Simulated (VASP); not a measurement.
A run of VASP 6.6.1:

INCAR

```
SYSTEM = Mo
PREC = Accurate
ENCUT = 520
EDIFF = 1E-6
ISMEAR = 0
SIGMA = 0.05
LREAL = .False.
LASPH = .True.
NELM = 150
ALGO = Normal
ISIF = 2
LWAVE = .False.
LCHARG = .False.
ISPIN = 2
MAGMOM = 1.5 1.5
LORBIT = 11
LMAXMIX = 4
GGA = PE
NBANDS = 25
```

The input KPOINTS:

```
regular mesh
0
Gamma
  1 1 15
  0 0 0
```

File POSCAR:

```
Mo
1.0
   10.1000000000      0.0000000000      0.0000000000
    0.0000000000      9.3000000000      0.0000000000
    0.0000000000      0.0000000000      3.0945729650
Mo
2
Direct
    0.4214869710      0.5000000000      0.0000000000
    0.5785130290      0.5000000000      0.5000000000
```

Potentials or basis: VASP PAW PBE potentials, release 64 (Mo_sv).

Launch:

```sh
$ cat potpaw_PBE.64/Mo_sv/POTCAR > POTCAR
$ mpirun -np 1 vasp_std > vasp.out
```

Hardware: 1 thread of Intel(R) Xeon(R) 6975P-C (Granite Rapids), with other jobs on the host.

Q: Estimate the wall time of this run.

A: It took 90 s on 1 thread of Intel(R) Xeon(R) 6975P-C (Granite Rapids), on a shared host, peak memory 0.45 GiB. Counts: scf iterations 25, k points 8.
